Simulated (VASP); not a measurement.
# GeSb2Te4 (I-4m2) in VASP: single point with LDA

Aim: the single point of GeSb2Te4 with LDA.

Program: VASP 6.6.1. These are calculated values, not measurements. Logs are shortened: lines on timing, memory, paths and dates and some standing lists are left out, and cuts for length are marked.

### 1 The cell of the first run

Symmetry: I-4m2, No. 119, tetragonal system. The conventional cell has a = 5.972 Å, b = 5.972 Å, c = 11.796 Å, α = 90.00°, β = 90.00°, γ = 90.00°. Within 3.8 Å of Ge (site symmetry -4m2) lie 6 Te at 2.89 to 2.99 Å. Within 3.9 Å of Sb (site symmetry -4m2) lie 6 Te at 2.99 to 3.01 Å. Within 3.9 Å of Sb (site symmetry -4m2) lie 6 Te at 2.99 to 3.03 Å. Within 3.9 Å of Te (site symmetry 2mm) lie 2 Ge at 2.99 Å and 3 Sb at 2.99 to 3.03 Å. Te (site symmetry 2mm) has 1 Ge at 2.89 Å and 3 Sb at 2.99 to 3.01 Å within 3.8 Å.

### 2 Single point, LDA

INCAR reads:

```
PREC = Accurate
ENCUT = 520
EDIFF = 1E-6
ISMEAR = 0
SIGMA = 0.1
LREAL = F
LASPH = T
NELM = 80
ALGO = Normal
ISIF = 2
LWAVE = F
LCHARG = T
LELF = T
LVHAR = T
NBANDS = 33
```

KPOINTS reads:

```
Automatic mesh
0
Gamma
  8 8 8
```

POSCAR reads:

```
GeSb2Te4
1.0
   -2.9860216050      2.9860216050      5.8980243128
    2.9860216050     -2.9860216050      5.8980243128
    2.9860216050      2.9860216050     -5.8980243128
Ge Sb Te
1 2 4
Direct
    0.0000000000      0.0000000000      0.0000000000
    0.5000000000      0.5000000000      0.0000000000
    0.2500000000      0.7500000000      0.5000000000
    0.5071723930      0.0071723930      0.5000000000
    0.2449574168      0.2449574168      0.0000000000
    0.9928276070      0.4928276070      0.5000000000
    0.7550425832      0.7550425832      0.0000000000
```

Potentials or basis: VASP PAW LDA potentials, release 64 (Ge_d, Sb, Te).

Command:

```
$ cat potpaw_LDA.64/Ge_d/POTCAR potpaw_LDA.64/Sb/POTCAR potpaw_LDA.64/Te/POTCAR > POTCAR
$ mpirun -np 1 vasp_std > vasp.out
```

OUTCAR:

```text
PREC = Accurate
   ENCUT = 520
   EDIFF = 1E-6
   ISMEAR = 0
   LREAL = F
   LASPH = T
   NELM = 80
   ISIF = 2

 ion  position               nearest neighbor table
   1  0.000  0.000  0.000-   5 2.89   7 2.89   6 2.99   4 2.99   4 2.99   6 2.99
   2  0.500  0.500  0.000-   4 2.99   6 2.99   4 2.99   6 2.99   5 3.01   7 3.01
   3  0.250  0.750  0.500-   7 2.99   5 2.99   7 2.99   5 2.99   4 3.03   6 3.03
   4  0.507  0.007  0.500-   1 2.99   2 2.99   2 2.99   1 2.99   3 3.03
   5  0.245  0.245  0.000-   1 2.89   3 2.99   3 2.99   2 3.01
   6  0.993  0.493  0.500-   2 2.99   1 2.99   1 2.99   2 2.99   3 3.03
   7  0.755  0.755  0.000-   1 2.89   3 2.99   3 2.99   2 3.01

  LATTYP: Found a body centered tetragonal cell.
 ALAT       =     5.9720432100
 C/A-ratio  =     1.9752115333

  Lattice vectors:

 A1 = (  -2.9860216050,   2.9860216050,   5.8980243128)
 A2 = (   2.9860216050,  -2.9860216050,   5.8980243128)
 A3 = (   2.9860216050,   2.9860216050,  -5.8980243128)

Analysis of symmetry for initial positions (statically):
=====================================================================
 Subroutine PRICEL returns:
 Original cell was already a primitive cell.

 Routine SETGRP: Setting up the symmetry group for a
 body centered tetragonal supercell.

 Subroutine GETGRP returns: Found  8 space group operations
 (whereof  8 operations were pure point group operations)
 out of a pool of 16 trial point group operations.

The static configuration has the point symmetry D_2d.

Analysis of symmetry for dynamics (positions and initial velocities):
=====================================================================
 Subroutine PRICEL returns:
 Original cell was already a primitive cell.

 Routine SETGRP: Setting up the symmetry group for a
 body centered tetragonal supercell.

 Subroutine GETGRP returns: Found  8 space group operations
 (whereof  8 operations were pure point group operations)
 out of a pool of 16 trial point group operations.

The dynamic configuration has the point symmetry D_2d.

 Subroutine INISYM returns: Found  8 space group operations
 (whereof  8 operations are pure point group operations),
 and found     1 'primitive' translations

----------------------------------------------------------------------------------------

                                     Primitive cell

  volume of cell :     210.3548

  direct lattice vectors                    reciprocal lattice vectors
    -2.986021605  2.986021605  5.898024313     0.000000000  0.167446880  0.084774150
     2.986021605 -2.986021605  5.898024313     0.167446880  0.000000000  0.084774150
     2.986021605  2.986021605 -5.898024313     0.167446880  0.167446880  0.000000000

  length of vectors
     7.253918999  7.253918999  7.253918999     0.187683548  0.187683548  0.236805648

  position of ions in fractional coordinates (direct lattice)
     0.000000000  0.000000000  0.000000000
     0.500000000  0.500000000  0.000000000
     0.250000000  0.750000000  0.500000000
     0.507172393  0.007172393  0.500000000
     0.244957417  0.244957417  0.000000000
     0.992827607  0.492827607  0.500000000
     0.755042583  0.755042583  0.000000000

  ion indices of the primitive-cell ions
   primitive index   ion index
                 1           1
                 2           2
                 3           3
                 4           4
                 5           5
                 6           6
                 7           7

----------------------------------------------------------------------------------------

 KPOINTS: Automatic mesh

Automatic generation of k-mesh.
 Grid dimensions read from file:
 generate k-points for:    8    8    8

 Generating k-lattice:

  Cartesian coordinates                     Fractional coordinates (reciprocal lattice)
     0.000000000  0.020930860  0.010596769     0.125000000  0.000000000 -0.000000000
     0.020930860  0.000000000  0.010596769     0.000000000  0.125000000 -0.000000000
     0.020930860  0.020930860  0.000000000     0.000000000  0.000000000  0.125000000

  Length of vectors
     0.023460443  0.023460443  0.029600706

  Shift w.r.t. Gamma in fractional coordinates (k-lattice)
     0.000000000  0.000000000  0.000000000

 Subroutine IBZKPT returns following result:
 ===========================================

 Found     59 irreducible k-points:

 Following reciprocal coordinates:
            Coordinates               Weight
  0.000000  0.000000  0.000000      1.000000
  0.125000  0.000000 -0.000000      8.000000
  0.250000  0.000000 -0.000000      8.000000
  0.375000  0.000000  0.000000      8.000000
  0.500000  0.000000 -0.000000      4.000000
  0.125000  0.125000 -0.000000      8.000000
[... 16 lines left out ...]
  0.250000  0.125000  0.125000     16.000000
  0.375000  0.125000  0.125000      8.000000
 [... further k-points ...]
   k-points           NKPTS =     59   k-points in BZ     NKDIM =     59   number of bands    NBANDS=     33
   number of dos      NEDOS =    301   number of ions     NIONS =      7
   total plane-waves  NPLWV = 157464
   dimension x,y,z NGX =    54 NGY =   54 NGZ =   54
   dimension x,y,z NGXF=   108 NGYF=  108 NGZF=  108
   ions per type =               1   2   4
   NGX,Y,Z   is equivalent  to a cutoff of  12.38, 12.38, 12.38 a.u.
   NGXF,Y,Z  is equivalent  to a cutoff of  24.75, 24.75, 24.75 a.u.
 SYSTEM =  unknown system
   PREC   = accura    normal or accurate (medium, high low for compatibility)
   ISTART =      0    job   : 0-new  1-cont  2-samecut
   ICHARG =      2    charge: 1-file 2-atom 10-const
   ISPIN  =      1    spin polarized calculation?
   LNONCOLLINEAR =      F non collinear calculations
   LSORBIT =      F    spin-orbit coupling
   LASPH  =      T    aspherical Exc in radial PAW
   ENCUT  =  520.0 eV  38.22 Ry    6.18 a.u.  13.49 13.49 13.49*2*pi/ulx,y,z
   NELM   =     80;   NELMIN=  2; NELMDL= -5     # of ELM steps
   EDIFF  = 0.1E-05   stopping-criterion for ELM
   LREAL  =      F    real-space projection
[... 7 lines left out ...]
   TEBEG  =    0.0;   TEEND  =   0.0 temperature during run
   PSTRESS=    0.0 pullay stress
   NELECT =      48.0000    total number of electrons
   NUPDOWN=      -1.0000    fix difference up-down
   EMIN   =  10.00;   EMAX   =-10.00  energy-range for DOS
   EFERMI =   0.00;   METHOD = LEGACY
   ISMEAR =     0;   SIGMA  =   0.10  broadening in eV -4-tet -1-fermi 0-gaus
   EFERMI_NEDOS =   21; number of points for ismear=-14 and -15
   IALGO  =     38    algorithm
   IMIX   =      4    mixing-type and parameters
     AMIX     =   0.40;   BMIX     =  1.00
     AMIX_MAG =   1.60;   BMIX_MAG =  1.00
  volume/ion in A,a.u.               =      30.05       202.79
  Fermi-wavevector in a.u.,A,eV,Ry     =   1.000394  1.890471 13.616551  1.000788
  Thomas-Fermi vector in A             =   2.132748
   LORBIT       =      0    0 simple, 1 ext, 2 COOP (PROOUT), +10 PAW based schemes
   GGA     = CA    functional components
   LHFCALC =     F    Hartree Fock is set to
   AEXX    =    0.0000 exact exchange contribution
   IVDW    =     0    specifies the selected vdW correction
   LEPSILON=     F    determine dielectric tensor
   LRPA    =     F    only Hartree local field effects (RPA)
 non-spin polarized calculation
 Gauss-broadening in eV      SIGMA  =   0.10
  energy-cutoff  :      520.00
  volume of cell :      210.35
 maximum number of plane-waves:      5694
 NGX is ok and might be reduce to    54
   NGX = 27   NGY = 27   NGZ = 27

 number of electron      48.0000010 magnetization

 Free energy of the ion-electron system (eV)
  ---------------------------------------------------
  ext. energy  EPLUGINS =         0.00000000
  ---------------------------------------------------
  free energy    TOTEN  =       -30.03501444 eV

  energy without entropy =      -30.02745232  energy(sigma->0) =      -30.03123338

 E-fermi :   6.1522     XC(G=0):  -9.6863

 val. band max:        6.1447560771   @ k =   0.3750   0.1250   0.1250
 cond. band min:       6.1645416170   @ k =   0.5000   0.5000   0.1250
 fundamental gap:      0.0197855398
 Fermi energy:         6.1521747441

 k-point     1 :       0.0000    0.0000    0.0000
  band No.  band energies     occupation
      1     -18.7129      2.00000
      2     -18.7049      2.00000
      3     -18.7022      2.00000
      4     -18.6928      2.00000
      5     -18.6928      2.00000
      6      -7.1382      2.00000
[... 25 lines left out ...]
     32      11.3056      0.00000
     33      11.8162      0.00000

 k-point     2 :       0.1250    0.0000   -0.0000
  band No.  band energies     occupation
      1     -18.7129      2.00000
      2     -18.7049      2.00000
      3     -18.7022      2.00000
      4     -18.6928      2.00000
      5     -18.6928      2.00000
      6      -7.0709      2.00000
[... 25 lines left out ...]
     32      11.2629      0.00000
     33      11.4577      0.00000

 k-point     3 :       0.2500    0.0000   -0.0000
  band No.  band energies     occupation
      1     -18.7129      2.00000
      2     -18.7049      2.00000
      3     -18.7022      2.00000
      4     -18.6928      2.00000
      5     -18.6928      2.00000
      6      -6.8731      2.00000
[... 25 lines left out ...]
     32      10.6374      0.00000
     33      10.9855      0.00000

 k-point     4 :       0.3750    0.0000    0.0000
  band No.  band energies     occupation
      1     -18.7129      2.00000
      2     -18.7049      2.00000
      3     -18.7022      2.00000
      4     -18.6928      2.00000
      5     -18.6928      2.00000
      6      -6.5646      2.00000
[... 673 lines left out ...]
     32      10.0361      0.00000
     33      10.7075      0.00000

 k-point    23 :       0.2500    0.1250    0.1250
  band No.  band energies     occupation
      1     -18.7128      2.00000
      2     -18.7049      2.00000
      3     -18.7022      2.00000
      4     -18.6928      2.00000
      5     -18.6928      2.00000
      6      -6.3501      2.00000
[... 25 lines left out ...]
     32       9.8486      0.00000
     33      10.3460      0.00000

 k-point    24 :       0.3750    0.1250    0.1250
  band No.  band energies     occupation
      1     -18.7128      2.00000
      2     -18.7049      2.00000
      3     -18.7022      2.00000
      4     -18.6928      2.00000
      5     -18.6928      2.00000
      6      -6.0790      2.00000
[... 25 lines left out ...]
     32       9.7933      0.00000
     33       9.9539      0.00000

 [... further k-points ...]
[... 5 lines left out ...]
  --------------------------------------------------------------------------------------
  -------------------------------------------------------------------------------------
  Total        0.1448325      0.1448325      0.1702511      0.0000000      0.0000000     -0.0000000
  in kB        1.1031239      1.1031239      1.2967257      0.0000000      0.0000000     -0.0000000
  external PRESSURE =       1.1676578 kB  Pullay stress =       0.0000000 kB

 VOLUME and BASIS-vectors are now :
 -----------------------------------------------------------------------------
  energy-cutoff  :      520.00
  volume of cell :      210.35
      direct lattice vectors                 reciprocal lattice vectors
    -2.986021605  2.986021605  5.898024313     0.000000000  0.167446880  0.084774150
     2.986021605 -2.986021605  5.898024313     0.167446880  0.000000000  0.084774150
     2.986021605  2.986021605 -5.898024313     0.167446880  0.167446880  0.000000000

 POSITION                                       TOTAL-FORCE (eV/Angst)
 -----------------------------------------------------------------------------------
      0.00000      0.00000      0.00000        -0.000000     -0.000000      0.000000
      0.00000      0.00000      5.89802        -0.000000     -0.000000      0.000000
      2.98602     -0.00000      2.94901        -0.000000     -0.000000      0.000000
      0.00000      2.98602      0.08461        -0.000000     -0.000000      0.012367
      0.00000      0.00000      2.88953         0.000000      0.000000     -0.005935
      0.00000      2.98602      5.81342         0.000000      0.000000     -0.012367
      0.00000      0.00000      8.90652         0.000000      0.000000      0.005935
 -----------------------------------------------------------------------------------
    total drift:                               -0.000000      0.000000     -0.000000

  FREE ENERGIE OF THE ION-ELECTRON SYSTEM (eV)
  ---------------------------------------------------
  free  energy   TOTEN  =       -30.0350144373 eV

  energy  without entropy=      -30.0274523179  energy(sigma->0) =      -30.03123338
```

It took 8.1 min on 1 thread of Intel Xeon 6975P-C, shared host; peak memory 0.58 GiB.

What came out:

* Free energy: -30.0350 eV
* Pressure: 0.1 GPa
* Largest force: 0.012 eV/Å
* Band gap on the k mesh: zero (band 24 reaches 6.20 eV, above the bottom of band 25 at 5.99 eV)

Forces on the atoms (eV/Å):
```
Ge   0.000  0.000  0.000
Sb   0.000  0.000  0.000
Sb   0.000  0.000  0.000
Te   0.000  0.000  0.012
Te   0.000  0.000 -0.006
Te   0.000  0.000 -0.012
Te   0.000  0.000  0.006
```

Caveat: spin-orbit coupling is left out, which moves the levels of the heavy elements.
